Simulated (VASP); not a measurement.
# MgO (I4mm) in VASP: further runs

MgO is run at these levels: PBE; tasks: single point.

All numbers are computed with VASP 6.6.1; they aren't measurements. Logs are shortened: lines on timing, memory, paths and dates and some standing lists are left out, and cuts for length are marked.

## (1) The cell of the first run

Symmetry: I4mm, No. 107, tetragonal system. The conventional cell has a = 2.958 Å, b = 2.958 Å, c = 4.183 Å, α = 90.00°, β = 90.00°, γ = 90.00°. Mg (site symmetry 4mm) has 6 O at 1.95 to 2.23 Å within 2.6 Å. Within 2.6 Å of O (site symmetry 4mm) lie 6 Mg at 1.95 to 2.23 Å.

## (2) Single point, PBE

INCAR

```
PREC     = Accurate       # precision mode
ENCUT    = 600            # plane-wave cutoff, eV
EDIFF    = 1E-6           # SCF threshold, eV
ISMEAR   = 0              # smearing method
SIGMA    = 0.05           # smearing width, eV
LREAL    = F              # projectors in reciprocal space
LASPH    = T              # aspherical terms in the spheres
NELM     = 120            # most SCF steps
ALGO     = Normal         # electronic algorithm
ISIF     = 2              # what is computed and relaxed
LWAVE    = F              # write WAVECAR
LCHARG   = T              # write CHGCAR
GGA      = PE             # functional
LELF     = T              # ELF
LVHAR    = T            
NBANDS   = 11             # bands
GGA_COMPAT= F
```

KPOINTS

```
regular mesh
0
Gamma
  10 10 10
```

POSCAR

```
MgO
1.0
    0.0000000000      2.0916941252      2.0916941252
    2.0916941252      0.0000000000      2.0916941252
    2.0916941252      2.0916941252      0.0000000000
Mg O
1 1
Direct
    0.0133061842      0.0133061842     -0.0133061842
    0.4797858112      0.4797858112      0.5202141888
```

Potentials or basis: VASP PAW PBE potentials, release 64 (Mg, O).

Command:

```console
$ cat potpaw_PBE.64/Mg/POTCAR potpaw_PBE.64/O/POTCAR > POTCAR
$ mpirun -np 1 vasp_std > vasp.out
```

OUTCAR:

```text
PREC = Accurate
   ENCUT = 600
   EDIFF = 1E-6
   ISMEAR = 0
   LREAL = F
   LASPH = T
   NELM = 120
   ISIF = 2
   GGA = PE

 ion  position               nearest neighbor table
   1  0.013  0.013  0.987-   2 1.95   2 2.10   2 2.10   2 2.10   2 2.10   2 2.23
   2  0.480  0.480  0.520-   1 1.95   1 2.10   1 2.10   1 2.10   1 2.10   1 2.23

  LATTYP: Found a face centered cubic cell.
 ALAT       =     4.1833882504

  Lattice vectors:

 A1 = (   0.0000000000,   2.0916941252,   2.0916941252)
 A2 = (   2.0916941252,   0.0000000000,   2.0916941252)
 A3 = (   2.0916941252,   2.0916941252,   0.0000000000)

Analysis of symmetry for initial positions (statically):
=====================================================================
 Subroutine PRICEL returns:
 Original cell was already a primitive cell.

 Routine SETGRP: Setting up the symmetry group for a
 face centered cubic supercell.

 Subroutine GETGRP returns: Found  8 space group operations
 (whereof  8 operations were pure point group operations)
 out of a pool of 48 trial point group operations.

The static configuration has the point symmetry C_4v.

Analysis of symmetry for dynamics (positions and initial velocities):
=====================================================================
 Subroutine PRICEL returns:
 Original cell was already a primitive cell.

 Routine SETGRP: Setting up the symmetry group for a
 face centered cubic supercell.

 Subroutine GETGRP returns: Found  8 space group operations
 (whereof  8 operations were pure point group operations)
 out of a pool of 48 trial point group operations.

The dynamic configuration has the point symmetry C_4v.

 Subroutine INISYM returns: Found  8 space group operations
 (whereof  8 operations are pure point group operations),
 and found     1 'primitive' translations

----------------------------------------------------------------------------------------

                                     Primitive cell

  volume of cell :      18.3031

  direct lattice vectors                    reciprocal lattice vectors
     0.000000000  2.091694125  2.091694125    -0.239040687  0.239040687  0.239040687
     2.091694125  0.000000000  2.091694125     0.239040687 -0.239040687  0.239040687
     2.091694125  2.091694125  0.000000000     0.239040687  0.239040687 -0.239040687

  length of vectors
     2.958102200  2.958102200  2.958102200     0.414030614  0.414030614  0.414030614

  position of ions in fractional coordinates (direct lattice)
     0.013306184  0.013306184  0.986693816
     0.479785811  0.479785811  0.520214189

  ion indices of the primitive-cell ions
   primitive index   ion index
                 1           1
                 2           2

----------------------------------------------------------------------------------------

 KPOINTS: regular mesh

Automatic generation of k-mesh.
 Grid dimensions read from file:
 generate k-points for:   10   10   10

 Generating k-lattice:

  Cartesian coordinates                     Fractional coordinates (reciprocal lattice)
    -0.023904069  0.023904069  0.023904069     0.100000000  0.000000000  0.000000000
     0.023904069 -0.023904069  0.023904069     0.000000000  0.100000000  0.000000000
     0.023904069  0.023904069 -0.023904069     0.000000000  0.000000000  0.100000000

  Length of vectors
     0.041403061  0.041403061  0.041403061

  Shift w.r.t. Gamma in fractional coordinates (k-lattice)
     0.000000000  0.000000000  0.000000000

 Subroutine IBZKPT returns following result:
 ===========================================

 Found    102 irreducible k-points:

 Following reciprocal coordinates:
            Coordinates               Weight
  0.000000  0.000000  0.000000      1.000000
  0.100000  0.000000  0.000000      8.000000
  0.200000  0.000000  0.000000      8.000000
  0.300000  0.000000  0.000000      8.000000
  0.400000  0.000000  0.000000      8.000000
  0.500000  0.000000  0.000000      4.000000
[... 16 lines left out ...]
 -0.100000  0.100000  0.000000      4.000000
  0.000000 -0.100000  0.100000      8.000000
 [... further k-points ...]
   k-points           NKPTS =    102   k-points in BZ     NKDIM =    102   number of bands    NBANDS=     11
   number of dos      NEDOS =    301   number of ions     NIONS =      2
   total plane-waves  NPLWV =  13824
   dimension x,y,z NGX =    24 NGY =   24 NGZ =   24
   dimension x,y,z NGXF=    48 NGYF=   48 NGZF=   48
   ions per type =               1   1
   NGX,Y,Z   is equivalent  to a cutoff of  13.49, 13.49, 13.49 a.u.
   NGXF,Y,Z  is equivalent  to a cutoff of  26.98, 26.98, 26.98 a.u.
 SYSTEM =  unknown system
   PREC   = accura    normal or accurate (medium, high low for compatibility)
   ISTART =      0    job   : 0-new  1-cont  2-samecut
   ICHARG =      2    charge: 1-file 2-atom 10-const
   ISPIN  =      1    spin polarized calculation?
   LNONCOLLINEAR =      F non collinear calculations
   LSORBIT =      F    spin-orbit coupling
   LASPH  =      T    aspherical Exc in radial PAW
   ENCUT  =  600.0 eV  44.10 Ry    6.64 a.u.   5.91  5.91  5.91*2*pi/ulx,y,z
   NELM   =    120;   NELMIN=  2; NELMDL= -5     # of ELM steps
   EDIFF  = 0.1E-05   stopping-criterion for ELM
   LREAL  =      F    real-space projection
   EDIFFG = 0.1E-04   stopping-criterion for IOM
   NSW    =      0    number of steps for IOM
   IBRION =     -1    ionic relax: 0-MD 1-quasi-New 2-CG
   NFREE  =      0    steps in history (QN), initial steepest desc. (CG)
   ISIF   =      2    stress and relaxation
   ISYM   =      2    0-nonsym 1-usesym 2-fastsym
   POTIM  = 0.5000    time-step for ionic-motion
   TEBEG  =    0.0;   TEEND  =   0.0 temperature during run
   PSTRESS=    0.0 pullay stress
   NELECT =       8.0000    total number of electrons
   NUPDOWN=      -1.0000    fix difference up-down
   EMIN   =  10.00;   EMAX   =-10.00  energy-range for DOS
   EFERMI =   0.00;   METHOD = LEGACY
   ISMEAR =     0;   SIGMA  =   0.05  broadening in eV -4-tet -1-fermi 0-gaus
   EFERMI_NEDOS =   21; number of points for ismear=-14 and -15
   IALGO  =     38    algorithm
   IMIX   =      4    mixing-type and parameters
     AMIX     =   0.40;   BMIX     =  1.00
     AMIX_MAG =   1.60;   BMIX_MAG =  1.00
  volume/ion in A,a.u.               =       9.15        61.76
  Fermi-wavevector in a.u.,A,eV,Ry     =   1.242405  2.347806 21.001560  1.543571
  Thomas-Fermi vector in A             =   2.376761
   LORBIT       =      0    0 simple, 1 ext, 2 COOP (PROOUT), +10 PAW based schemes
   GGA     = PE    functional components
   LHFCALC =     F    Hartree Fock is set to
   AEXX    =    0.0000 exact exchange contribution
   IVDW    =     0    specifies the selected vdW correction
   LEPSILON=     F    determine dielectric tensor
   LRPA    =     F    only Hartree local field effects (RPA)
 non-spin polarized calculation
 Gauss-broadening in eV      SIGMA  =   0.05
  energy-cutoff  :      600.00
  volume of cell :       18.30
 maximum number of plane-waves:       620
   NGX = 11   NGY = 11   NGZ = 11

 number of electron       8.0000003 magnetization

 Free energy of the ion-electron system (eV)
  ---------------------------------------------------
  ext. energy  EPLUGINS =         0.00000000
  ---------------------------------------------------
  free energy    TOTEN  =       -11.83101181 eV

  energy without entropy =      -11.83101181  energy(sigma->0) =      -11.83101181

 E-fermi :   3.5648     XC(G=0): -11.1681

 val. band max:        3.3207643595   @ k =   0.0000   0.0000   0.0000
 cond. band min:       8.2437377778   @ k =   0.0000   0.0000   0.0000
 fundamental gap:      4.9229734183
 Fermi energy:         3.5647650974

 k-point     1 :       0.0000    0.0000    0.0000
  band No.  band energies     occupation
      1     -14.0373      2.00000
      2       3.2953      2.00000
      3       3.3208      2.00000
      4       3.3208      2.00000
      5       8.2437      0.00000
      6      19.2943      0.00000
      7      19.3399      0.00000
      8      19.3399      0.00000
      9      23.1815      0.00000
     10      25.0416      0.00000
     11      25.0999      0.00000

 k-point     2 :       0.1000    0.0000    0.0000
  band No.  band energies     occupation
      1     -13.9283      2.00000
      2       2.6535      2.00000
      3       3.2447      2.00000
      4       3.2529      2.00000
      5       8.8680      0.00000
      6      18.0251      0.00000
      7      19.5593      0.00000
      8      19.5786      0.00000
      9      24.3363      0.00000
     10      24.3806      0.00000
     11      24.9425      0.00000

 k-point     3 :       0.2000    0.0000    0.0000
  band No.  band energies     occupation
      1     -13.6284      2.00000
      2       1.3230      2.00000
      3       3.0724      2.00000
      4       3.0810      2.00000
      5      10.0632      0.00000
      6      16.4897      0.00000
      7      20.0267      0.00000
      8      20.0560      0.00000
      9      23.6703      0.00000
     10      23.7620      0.00000
     11      25.9644      0.00000

 k-point     4 :       0.3000    0.0000    0.0000
  band No.  band energies     occupation
      1     -13.2228      2.00000
      2      -0.0179      2.00000
      3       2.8694      2.00000
      4       2.8783      2.00000
      5      10.9896      0.00000
      6      15.8044      0.00000
      7      20.1645      0.00000
      8      20.1661      0.00000
      9      24.1475      0.00000
     10      24.1992      0.00000
     11      25.3699      0.00000

 k-point     5 :       0.4000    0.0000    0.0000
  band No.  band energies     occupation
      1     -12.8585      2.00000
      2      -1.0013      2.00000
      3       2.7125      2.00000
      4       2.7217      2.00000
      5      11.3254      0.00000
      6      15.9071      0.00000
      7      19.9523      0.00000
      8      20.0041      0.00000
      9      24.6555      0.00000
     10      25.4427      0.00000
     11      25.5749      0.00000
[... 211 lines left out ...]
 k-point    21 :      -0.2000    0.1000    0.0000
  band No.  band energies     occupation
      1     -13.4229      2.00000
      2       0.7735      2.00000
      3       2.6530      2.00000
      4       3.0389      2.00000
      5      10.8296      0.00000
      6      15.8579      0.00000
      7      19.6418      0.00000
      8      20.5774      0.00000
      9      22.4472      0.00000
     10      24.5787      0.00000
     11      27.1481      0.00000

 k-point    22 :       0.0000   -0.2000    0.1000
  band No.  band energies     occupation
      1     -13.4226      2.00000
      2       0.7843      2.00000
      3       2.6471      2.00000
      4       3.0307      2.00000
      5      10.8077      0.00000
      6      15.8994      0.00000
      7      19.5522      0.00000
      8      20.6736      0.00000
      9      22.5599      0.00000
     10      24.5627      0.00000
     11      26.9384      0.00000

 k-point    23 :      -0.1000    0.1000    0.0000
  band No.  band energies     occupation
      1     -13.7567      2.00000
      2       1.9257      2.00000
      3       2.9815      2.00000
      4       3.2028      2.00000
      5       9.6773      0.00000
      6      16.9143      0.00000
      7      19.7335      0.00000
      8      19.9848      0.00000
      9      23.0172      0.00000
     10      24.4848      0.00000
     11      26.5950      0.00000

 k-point    24 :       0.0000   -0.1000    0.1000
  band No.  band energies     occupation
      1     -13.7565      2.00000
      2       1.9343      2.00000
      3       2.9814      2.00000
      4       3.1954      2.00000
      5       9.6617      0.00000
      6      16.9375      0.00000
      7      19.7051      0.00000
      8      20.0061      0.00000
      9      23.1332      0.00000
     10      24.4751      0.00000
     11      26.4481      0.00000

 [... further k-points ...]

------------------------ aborting loop because EDIFF is reached ----------------------------------------

  FORCE on cell =-STRESS in cart. coord.  units (eV):
  Direction    XX          YY          ZZ          XY          YZ          ZX
  --------------------------------------------------------------------------------------
  -------------------------------------------------------------------------------------
  Total        0.7696919      0.7696919      1.6830532      0.0000000      0.0000000      0.0000000
  in kB       67.3756529     67.3756529    147.3275269      0.0000000      0.0000000      0.0000000
  external PRESSURE =      94.0262776 kB  Pullay stress =       0.0000000 kB

 VOLUME and BASIS-vectors are now :
 -----------------------------------------------------------------------------
  energy-cutoff  :      600.00
  volume of cell :       18.30
      direct lattice vectors                 reciprocal lattice vectors
     0.000000000  2.091694125  2.091694125    -0.239040687  0.239040687  0.239040687
     2.091694125  0.000000000  2.091694125     0.239040687 -0.239040687  0.239040687
     2.091694125  2.091694125  0.000000000     0.239040687  0.239040687 -0.239040687

 POSITION                                       TOTAL-FORCE (eV/Angst)
 -----------------------------------------------------------------------------------
      2.09169      2.09169      0.05566         0.000000      0.000000     -0.972810
      2.09169      2.09169      2.00713         0.000000      0.000000      0.972810
 -----------------------------------------------------------------------------------
    total drift:                                0.000000      0.000000     -0.000167

  FREE ENERGIE OF THE ION-ELECTRON SYSTEM (eV)
  ---------------------------------------------------
  free  energy   TOTEN  =       -11.8310118109 eV

  energy  without entropy=      -11.8310118109  energy(sigma->0) =      -11.83101181
```

Wall time 17 s (1 thread of Intel Xeon Platinum 8259CL at 2.50GHz (Skylake/Cascade Lake), shared host); peak memory 0.15 GiB.

What came out:

```
Free energy            : -11.8310 eV
Pressure               : 9.4 GPa
Largest force          : 0.973 eV/Å
Band gap on the k mesh : 4.92 eV, direct
```

Forces on the atoms (eV/Å):
```
Mg   0.000  0.000 -0.973
O    0.000  0.000  0.973
```

Stress tensor (GPa, compression positive):
```
 6.74  0.00  0.00
 0.00  6.74  0.00
 0.00  0.00 14.73
```

Levels at points of the mesh, in eV from the valence-band top:
| k point | band 2 | band 3 | band 4 | band 5 | band 6 | band 7 |
| --- | --- | --- | --- | --- | --- | --- |
| (0.00, 0.00, 0.00) | -0.03 | 0.00 | 0.00 | 4.92 | 15.97 | 16.02 |
| (0.50, 0.00, 0.00) | -4.69 | -0.67 | -0.66 | 8.05 | 12.76 | 16.52 |
| (0.50, 0.50, 0.00) | -4.12 | -1.36 | -1.36 | 9.17 | 10.06 | 13.36 |
| (0.00, 0.50, 0.50) | -4.15 | -1.38 | -1.37 | 9.23 | 10.10 | 13.34 |

## (3) Single point, PBE

INCAR

```
SYSTEM = MgO
ALGO = Normal
EDIFF = 1E-6
ENCUT = 600
GGA = PE
GGA_COMPAT = .FALSE.
ISIF = 2
ISMEAR = 0
LASPH = .TRUE.
LCHARG = .TRUE.
LELF = .TRUE.
LREAL = .FALSE.
LVHAR = .TRUE.
LWAVE = .FALSE.
NBANDS = 11
NELM = 120
PREC = Accurate
SIGMA = 0.05
```

KPOINTS

```
k-points
0
G
  10 10 10
  0 0 0
```

POSCAR

```
MgO
1.0
    0.0000000000      2.0916941252      2.0916941252
    2.0916941252      0.0000000000      2.0916941252
    2.0916941252      2.0916941252      0.0000000000
Mg O
1 1
Direct
    0.0266123684      0.0266123684     -0.0266123684
    0.4595716224      0.4595716224      0.5404283776
```

Potentials or basis: VASP PAW PBE potentials, release 64 (Mg, O).

Command:

```console
$ cat potpaw_PBE.64/Mg/POTCAR potpaw_PBE.64/O/POTCAR > POTCAR
$ mpirun -np 1 vasp_std > vasp.out
```

It took 14 s on 1 thread of Intel Xeon Platinum 8259CL at 2.50GHz (Skylake/Cascade Lake), shared host; peak memory 0.15 GiB.

Results (log left out):

- Free energy: -11.5869 eV
- Pressure: 16.6 GPa
- Largest force: 2.714 eV/Å
- Band gap on the k mesh: 4.90 eV, direct

Forces in eV/Å, atoms in the order of the input:
```
Mg   0.000  0.000 -2.714
O    0.000  0.000  2.714
```

Stress tensor (GPa, compression positive):
```
 5.21  0.00  0.00
 0.00  5.21  0.00
 0.00  0.00 39.41
```

Levels at points of the mesh, in eV from the valence-band top:
```tsv
k point	band 2	band 3	band 4	band 5	band 6	band 7
(0.00, 0.00, 0.00)	-0.08	0.00	0.00	4.90	16.14	16.32
(0.50, 0.00, 0.00)	-4.63	-0.63	-0.60	8.09	12.56	16.51
(0.50, 0.50, 0.00)	-3.99	-1.31	-1.31	9.23	9.71	13.43
(0.00, 0.50, 0.50)	-4.10	-1.40	-1.32	9.47	9.84	13.42
```

Caveat: forces of over 1 eV/Å act on the atoms, so gaps and moduli don't describe the material at rest.

[end of part 1 of 2]
